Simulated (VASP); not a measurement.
Set up this calculation in VASP 6.6.1, as the native input.

```
Task                   : single point
Functional             : RPBE
Dispersion             : D3(BJ)
Potentials or basis    : VASP PAW PBE potentials, release 64 (Te, Mo_sv)
Cutoff                 : 520 eV
k mesh                 : 4 × 8 × 1
Occupations            : fermi-dirac, width 0.05 eV
Spin                   : no spin polarisation
Dipole correction      : no
Further INCAR settings : ALGO = Normal; EDIFF = 1e-06; NBANDS = 35
```

The structure of Te2Mo lies in POSCAR:

```
Te2Mo
1.0
    6.2317438208      0.0000000000      0.0000000000
    0.0000000000      3.4093544903      0.0000000000
   -0.0839909111      0.0000000000     35.4373997734
Te Mo
4 2
Direct
    0.4292511000      0.7500000000      0.5407035800
    0.5707489000      0.2500000000      0.4592964200
    0.9208478700      0.2500000000      0.5565273200
    0.0791521300      0.7500000000      0.4434726800
    0.1813475600      0.2500000000      0.4974653700
    0.8186524400      0.7500000000      0.5025346300
```

These files were run (other wordings do the same):

INCAR

```
SYSTEM = Te2Mo
PREC = Accurate ; ENCUT = 520
EDIFF = 1E-6 ; ISMEAR = -1
SIGMA = 0.05 ; LREAL = .FALSE.
LASPH = .TRUE. ; NELM = 80
ALGO = Normal ; ISIF = 2
LWAVE = .FALSE. ; LCHARG = .FALSE.
GGA = RP ; IVDW = 12
NBANDS = 35
```

KPOINTS

```
regular mesh
0
G
  4 8 1
  0 0 0
```

Potentials or basis: VASP PAW PBE potentials, release 64 (Te, Mo_sv).

Command:

```sh
$ cat potpaw_PBE.64/Te/POTCAR potpaw_PBE.64/Mo_sv/POTCAR > POTCAR
$ mpirun -np 1 vasp_std > vasp.out
```

It gave:

- Largest force: 0.821 eV/Å
- Band gap on the k mesh: zero (bands 26 and 27 overlap by 0.22 eV)
- Dispersion energy per atom: -2.558 eV

Caveat: there is no dipole correction, which matters where the two faces differ; the PAW data sets were made with another functional, which shifts forces and pressure a little; spin-orbit coupling is left out, which moves the levels of the heavy elements.

It took 12 min on 1 thread of Intel(R) Xeon(R) 6975P-C (Granite Rapids), on a shared host, peak memory 0.87 GiB.
